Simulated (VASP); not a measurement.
# SrO in VASP: further runs

SrO is run at these levels: PBE, r2SCAN; tasks: single point.

All numbers are computed with VASP 6.6.1; they aren't measurements. Logs are shortened: lines on timing, memory, paths and dates and some standing lists are left out, and cuts for length are marked.

### Step 1. The cell of the first run

It takes space group I4/mmm (No. 139, tetragonal). Conventional cell: a = 3.649 Å, b = 3.649 Å, c = 5.372 Å, α = 90.00°, β = 90.00°, γ = 90.00°. Sr (site symmetry 4/mmm) has 6 O at 2.58 to 2.69 Å within 3.4 Å. O (site symmetry 4/mmm) has 6 Sr at 2.58 to 2.69 Å within 3.4 Å.

### Step 2. Single point, PBE (uniaxial x strain +4.1%)

The input, INCAR:

```
SYSTEM = SrO
PREC     = Accurate       ! precision mode
ENCUT    = 520            ! plane-wave cutoff, eV
EDIFF    = 1E-7           ! SCF threshold, eV
ISMEAR   = -1             ! smearing method
SIGMA    = 0.02           ! smearing width, eV
LREAL    = .False.        ! projectors in reciprocal space
LASPH    = .True.         ! aspherical terms in the spheres
NELM     = 60             ! most SCF steps
ALGO     = Normal         ! electronic algorithm
ISIF     = 2              ! what is computed and relaxed
LWAVE    = .False.        ! write WAVECAR
LCHARG   = .False.        ! write CHGCAR
GGA      = PE             ! functional
NBANDS   = 15             ! bands
```

The input, KPOINTS:

```
regular mesh
0
Gamma
  8 8 8
  0 0 0
```

The input, POSCAR:

```
SrO
1.0
    0.0000000000      2.5798923266      2.5798923266
    2.6861838904      0.0000000000      2.5798923266
    2.6861838904      2.5798923266      0.0000000000
Sr O
1 1
Direct
    0.0000000000      0.0000000000      0.0000000000
    0.5000000000      0.5000000000      0.5000000000
```

Potentials or basis: VASP PAW PBE potentials, release 64 (Sr_sv, O).

Started as:

```bash
cat potpaw_PBE.64/Sr_sv/POTCAR potpaw_PBE.64/O/POTCAR > POTCAR
mpirun -np 1 vasp_std > vasp.out
```

OUTCAR:

```text
SYSTEM = SrO
   PREC = Accurate
   ENCUT = 520
   EDIFF = 1E-7
   ISMEAR = -1
   LREAL = .False.
   LASPH = .True.
   NELM = 60
   ISIF = 2
   GGA = PE

 ion  position               nearest neighbor table
   1  0.000  0.000  0.000-   2 2.58   2 2.58   2 2.58   2 2.58   2 2.69   2 2.69
   2  0.500  0.500  0.500-   1 2.58   1 2.58   1 2.58   1 2.58   1 2.69   1 2.69

  LATTYP: Found a body centered tetragonal cell.
 ALAT       =     3.6485187177
 C/A-ratio  =     1.4724791611

  Lattice vectors:

 A1 = (   2.6861838904,   0.0000000000,   2.5798923266)
 A2 = (   2.6861838904,   0.0000000000,  -2.5798923266)
 A3 = (  -2.6861838904,   2.5798923266,   0.0000000000)

Analysis of symmetry for initial positions (statically):
=====================================================================
 Subroutine PRICEL returns:
 Original cell was already a primitive cell.

 Routine SETGRP: Setting up the symmetry group for a
 body centered tetragonal supercell.

 Subroutine GETGRP returns: Found 16 space group operations
 (whereof 16 operations were pure point group operations)
 out of a pool of 16 trial point group operations.

The static configuration has the point symmetry D_4h.

Analysis of symmetry for dynamics (positions and initial velocities):
=====================================================================
 Subroutine PRICEL returns:
 Original cell was already a primitive cell.

 Routine SETGRP: Setting up the symmetry group for a
 body centered tetragonal supercell.

 Subroutine GETGRP returns: Found 16 space group operations
 (whereof 16 operations were pure point group operations)
 out of a pool of 16 trial point group operations.

The dynamic configuration has the point symmetry D_4h.

 Subroutine INISYM returns: Found 16 space group operations
 (whereof 16 operations are pure point group operations),
 and found     1 'primitive' translations

----------------------------------------------------------------------------------------

                                     Primitive cell

  volume of cell :      35.7576

  direct lattice vectors                    reciprocal lattice vectors
     0.000000000  2.579892327  2.579892327    -0.186137666  0.193806538  0.193806538
     2.686183890  0.000000000  2.579892327     0.186137666 -0.193806538  0.193806538
     2.686183890  2.579892327  0.000000000     0.186137666  0.193806538 -0.193806538

  length of vectors
     3.648518718  3.724436643  3.724436643     0.331314321  0.331314321  0.331314321

  position of ions in fractional coordinates (direct lattice)
     0.000000000  0.000000000  0.000000000
     0.500000000  0.500000000  0.500000000

  ion indices of the primitive-cell ions
   primitive index   ion index
                 1           1
                 2           2

----------------------------------------------------------------------------------------

 KPOINTS: regular mesh

Automatic generation of k-mesh.
 Grid dimensions read from file:
 generate k-points for:    8    8    8

 Generating k-lattice:

  Cartesian coordinates                     Fractional coordinates (reciprocal lattice)
    -0.023267208  0.024225817  0.024225817     0.125000000 -0.000000000 -0.000000000
     0.023267208 -0.024225817  0.024225817     0.000000000  0.125000000  0.000000000
     0.023267208  0.024225817 -0.024225817     0.000000000  0.000000000  0.125000000

  Length of vectors
     0.041414290  0.041414290  0.041414290

  Shift w.r.t. Gamma in fractional coordinates (k-lattice)
     0.000000000  0.000000000  0.000000000

 Subroutine IBZKPT returns following result:
 ===========================================

 Found     59 irreducible k-points:

 Following reciprocal coordinates:
            Coordinates               Weight
  0.000000  0.000000  0.000000      1.000000
  0.125000  0.000000  0.000000      8.000000
  0.250000  0.000000  0.000000      8.000000
  0.375000  0.000000  0.000000      8.000000
  0.500000  0.000000  0.000000      4.000000
  0.125000  0.125000  0.000000      4.000000
[... 16 lines left out ...]
  0.250000  0.125000  0.125000      4.000000
  0.375000  0.125000  0.125000      8.000000
 [... further k-points ...]
   k-points           NKPTS =     59   k-points in BZ     NKDIM =     59   number of bands    NBANDS=     15
   number of dos      NEDOS =    301   number of ions     NIONS =      2
   total plane-waves  NPLWV =  21952
   dimension x,y,z NGX =    28 NGY =   28 NGZ =   28
   dimension x,y,z NGXF=    56 NGYF=   56 NGZF=   56
   ions per type =               1   1
   NGX,Y,Z   is equivalent  to a cutoff of  12.76, 12.50, 12.50 a.u.
   NGXF,Y,Z  is equivalent  to a cutoff of  25.52, 25.00, 25.00 a.u.
 SYSTEM =  SrO
   PREC   = accura    normal or accurate (medium, high low for compatibility)
   ISTART =      0    job   : 0-new  1-cont  2-samecut
   ICHARG =      2    charge: 1-file 2-atom 10-const
   ISPIN  =      1    spin polarized calculation?
   LNONCOLLINEAR =      F non collinear calculations
   LSORBIT =      F    spin-orbit coupling
   LASPH  =      T    aspherical Exc in radial PAW
   ENCUT  =  520.0 eV  38.22 Ry    6.18 a.u.   6.78  6.92  6.92*2*pi/ulx,y,z
   NELM   =     60;   NELMIN=  2; NELMDL= -5     # of ELM steps
   EDIFF  = 0.1E-06   stopping-criterion for ELM
   LREAL  =      F    real-space projection
   EDIFFG = 0.1E-05   stopping-criterion for IOM
   NSW    =      0    number of steps for IOM
   IBRION =     -1    ionic relax: 0-MD 1-quasi-New 2-CG
   NFREE  =      0    steps in history (QN), initial steepest desc. (CG)
   ISIF   =      2    stress and relaxation
   ISYM   =      2    0-nonsym 1-usesym 2-fastsym
   POTIM  = 0.5000    time-step for ionic-motion
   TEBEG  =    0.0;   TEEND  =   0.0 temperature during run
   PSTRESS=    0.0 pullay stress
   NELECT =      16.0000    total number of electrons
   NUPDOWN=      -1.0000    fix difference up-down
   EMIN   =  10.00;   EMAX   =-10.00  energy-range for DOS
   EFERMI =   0.00;   METHOD = LEGACY
   ISMEAR =    -1;   SIGMA  =   0.02  broadening in eV -4-tet -1-fermi 0-gaus
   EFERMI_NEDOS =   21; number of points for ismear=-14 and -15
   IALGO  =     38    algorithm
   IMIX   =      4    mixing-type and parameters
     AMIX     =   0.40;   BMIX     =  1.00
     AMIX_MAG =   1.60;   BMIX_MAG =  1.00
  volume/ion in A,a.u.               =      17.88       120.65
  Fermi-wavevector in a.u.,A,eV,Ry     =   1.252156  2.366232 21.332510  1.567895
  Thomas-Fermi vector in A             =   2.386070
   LORBIT       =      0    0 simple, 1 ext, 2 COOP (PROOUT), +10 PAW based schemes
   GGA     = PE    functional components
   LHFCALC =     F    Hartree Fock is set to
   AEXX    =    0.0000 exact exchange contribution
   IVDW    =     0    specifies the selected vdW correction
   LEPSILON=     F    determine dielectric tensor
   LRPA    =     F    only Hartree local field effects (RPA)
 non-spin polarized calculation
  energy-cutoff  :      520.00
  volume of cell :       35.76
 maximum number of plane-waves:       978
   NGX = 13   NGY = 13   NGZ = 13

 number of electron      16.0000002 magnetization

 Free energy of the ion-electron system (eV)
  ---------------------------------------------------
  ext. energy  EPLUGINS =         0.00000000
  ---------------------------------------------------
  free energy    TOTEN  =       -12.04138509 eV

  energy without entropy =      -12.04138509  energy(sigma->0) =      -12.04138509

 E-fermi :   1.9063     XC(G=0):  -9.7863

 val. band max:        1.4704647785   @ k =   0.0000   0.0000   0.0000
 cond. band min:       4.6826380558   @ k =   0.5000   0.5000   0.0000
 fundamental gap:      3.2121732773
 Fermi energy:         1.9063376804

 k-point     1 :       0.0000    0.0000    0.0000
  band No.  band energies     occupation
      1     -31.1341      2.00000
      2     -13.5986      2.00000
      3     -12.8490      2.00000
      4     -12.8082      2.00000
      5     -12.8082      2.00000
      6       1.3581      2.00000
      7       1.4705      2.00000
      8       1.4705      2.00000
      9       5.0284      0.00000
     10       7.3416      0.00000
     11       7.6347      0.00000
     12       7.6347      0.00000
     13       9.3814      0.00000
     14       9.8420      0.00000
     15      13.9061      0.00000

 k-point     2 :       0.1250    0.0000    0.0000
  band No.  band energies     occupation
      1     -31.1181      2.00000
      2     -13.9797      2.00000
      3     -12.8558      2.00000
      4     -12.8147      2.00000
      5     -12.4748      2.00000
      6       0.9855      2.00000
      7       1.2289      2.00000
      8       1.2828      2.00000
      9       5.7039      0.00000
     10       7.3653      0.00000
     11       7.7644      0.00000
     12       7.9109      0.00000
     13       9.7519      0.00000
     14      10.2252      0.00000
     15      14.8480      0.00000

 k-point     3 :       0.2500    0.0000    0.0000
  band No.  band energies     occupation
      1     -31.0792      2.00000
      2     -14.5235      2.00000
      3     -12.8927      2.00000
      4     -12.8301      2.00000
      5     -12.0257      2.00000
      6       0.2024      2.00000
      7       0.8444      2.00000
      8       0.8751      2.00000
      9       7.1158      0.00000
     10       7.3806      0.00000
     11       8.5497      0.00000
     12       8.6619      0.00000
     13      10.6883      0.00000
     14      11.1790      0.00000
     15      16.6682      0.00000
[... 343 lines left out ...]
 k-point    23 :       0.2500    0.1250    0.1250
  band No.  band energies     occupation
      1     -31.0931      2.00000
      2     -14.3532      2.00000
      3     -12.9399      2.00000
      4     -12.8013      2.00000
      5     -12.1195      2.00000
      6       0.4578      2.00000
      7       0.9172      2.00000
      8       1.1709      2.00000
      9       6.3730      0.00000
     10       7.1689      0.00000
     11       8.1628      0.00000
     12       8.5638      0.00000
     13      10.2658      0.00000
     14      11.0076      0.00000
     15      16.1511      0.00000

 k-point    24 :       0.3750    0.1250    0.1250
  band No.  band energies     occupation
      1     -31.0541      2.00000
      2     -14.7285      2.00000
      3     -13.0214      2.00000
      4     -12.8169      2.00000
      5     -11.8278      2.00000
      6      -0.1073      2.00000
      7       0.5680      2.00000
      8       0.8884      2.00000
      9       7.2254      0.00000
     10       7.5654      0.00000
     11       8.8977      0.00000
     12       9.4867      0.00000
     13      11.4407      0.00000
     14      11.9666      0.00000
     15      17.1030      0.00000

 [... further k-points ...]
[... 5 lines left out ...]
  --------------------------------------------------------------------------------------
  -------------------------------------------------------------------------------------
  Total       -0.7876608      0.1053485      0.1053485     -0.0000000      0.0000000     -0.0000000
  in kB      -35.2923767      4.7203054      4.7203054     -0.0000000      0.0000000     -0.0000000
  external PRESSURE =      -8.6172553 kB  Pullay stress =       0.0000000 kB

 VOLUME and BASIS-vectors are now :
 -----------------------------------------------------------------------------
  energy-cutoff  :      520.00
  volume of cell :       35.76
      direct lattice vectors                 reciprocal lattice vectors
     0.000000000  2.579892327  2.579892327    -0.186137666  0.193806538  0.193806538
     2.686183890  0.000000000  2.579892327     0.186137666 -0.193806538  0.193806538
     2.686183890  2.579892327  0.000000000     0.186137666  0.193806538 -0.193806538

 POSITION                                       TOTAL-FORCE (eV/Angst)
 -----------------------------------------------------------------------------------
      0.00000      0.00000      0.00000         0.000000     -0.000000      0.000000
      2.68618      2.57989      2.57989         0.000000      0.000000     -0.000000
 -----------------------------------------------------------------------------------
    total drift:                                0.000000      0.000000      0.000000

  FREE ENERGIE OF THE ION-ELECTRON SYSTEM (eV)
  ---------------------------------------------------
  free  energy   TOTEN  =       -12.0413850857 eV

  energy  without entropy=      -12.0413850857  energy(sigma->0) =      -12.04138509
```

Run time: 53 s. Hardware: 1 thread of Intel Xeon Platinum 8259CL at 2.50GHz (Skylake/Cascade Lake), shared host; peak memory 0.17 GiB.

Results:

| Quantity | Value |
| --- | --- |
| Free energy | -12.0414 eV |
| Pressure | -0.9 GPa |
| Band gap on the k mesh | 3.21 eV, indirect (least direct gap 3.32 eV) |

Caveat: the cell differs from its parent crystal (uniaxial x strain +4.1%).

[end of part 1 of 2]
